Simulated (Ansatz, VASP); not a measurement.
One calculation of Al2O3, two programs

The input INCAR:

```
SYSTEM = Al2O3
PREC = Accurate
ENCUT = 520
EDIFF = 1E-6
ISMEAR = 0
SIGMA = 0.05
LREAL = .False.
LASPH = .True.
NELM = 100
ALGO = Normal
ISIF = 2
LWAVE = .False.
LCHARG = .False.
GGA = PE
NBANDS = 35
```

The input KPOINTS:

```
regular mesh
0
Gamma
  6 6 6
  0 0 0
```

File POSCAR:

```
Al2O3
1.0
    2.4646421721      1.4229618215      4.6054303627
   -2.4646421721      1.4229618215      4.6054303627
    0.0000000000     -2.8459236430      4.6054303627
Al O
4 6
Direct
    0.8521293568      0.8521293568      0.8521293568
    0.6478706432      0.6478706432      0.6478706432
    0.1478706432      0.1478706432      0.1478706432
    0.3521293568      0.3521293568      0.3521293568
    0.0561574040      0.4438425960      0.7500000000
    0.7500000000      0.0561574040      0.4438425960
    0.4438425960      0.7500000000      0.0561574040
    0.9438425960      0.5561574040      0.2500000000
    0.2500000000      0.9438425960      0.5561574040
    0.5561574040      0.2500000000      0.9438425960
```

Input for Ansatz:

```yaml
crystal:
  lattice:
    - [2.4646421721, 1.4229618215, 4.6054303627]
    - [-2.4646421721, 1.4229618215, 4.6054303627]
    - [0.0, -2.845923643, 4.6054303627]
  atoms:
    - { symbol: Al, position: [0.8521293568, 0.8521293568, 0.8521293568] }
    - { symbol: Al, position: [0.6478706432, 0.6478706432, 0.6478706432] }
    - { symbol: Al, position: [0.1478706432, 0.1478706432, 0.1478706432] }
    - { symbol: Al, position: [0.3521293568, 0.3521293568, 0.3521293568] }
    - { symbol: O, position: [0.056157404, 0.443842596, 0.75] }
    - { symbol: O, position: [0.75, 0.056157404, 0.443842596] }
    - { symbol: O, position: [0.443842596, 0.75, 0.056157404] }
    - { symbol: O, position: [0.943842596, 0.556157404, 0.25] }
    - { symbol: O, position: [0.25, 0.943842596, 0.556157404] }
    - { symbol: O, position: [0.556157404, 0.25, 0.943842596] }
basis:
  ecutwfc: 520.0
kpoints:
  mp_grid: { grid: [6, 6, 6] }
hamiltonian:
  xc: pbe
  pseudopotentials: { kind: paw, azcp: { folder: soft_1 } }
scf:
  occupations: { method: gaussian, width: 0.05 }
output:
  forces: true
  stress: true
  eigenvalues: true
```

Alike in both runs: task single point; functional PBE; k mesh 6 × 6 × 6; occupations gaussian, width 0.05 eV; no spin polarisation.

```csv
,VASP,Ansatz
version,VASP 6.6.1,Ansatz 0.2.0
potentials or method,"VASP PAW PBE potentials, release 64 (Al, O), cutoff 520 eV","scalar-relativistic, plane waves, PAW"
valence electrons in the cell,48,48
```

VASP gave:

| Property | Result |
| --- | --- |
| gap on the k mesh at the Fermi level (eV) | 4.59 |
| least direct gap on the mesh (eV) | 4.59 |
| pressure (GPa) | -18.9 |
| traceless stress, the component that is largest in VASP (GPa) | -5.15 |
| rms of the force components (eV/Å) | 0.017 |

Estimate Ansatz's values.

gap on the k mesh at the Fermi level (eV): 4.60; least direct gap on the mesh (eV): 4.60; pressure (GPa): -18.8; traceless stress, the component that is largest in VASP (GPa): -5.13; rms of the force components (eV/Å): 0.017.

Atom by atom the forces differ by 0.001 eV/Å (rms over components). With one functional, cell and mesh, what is left measures potentials, basis and numerics.
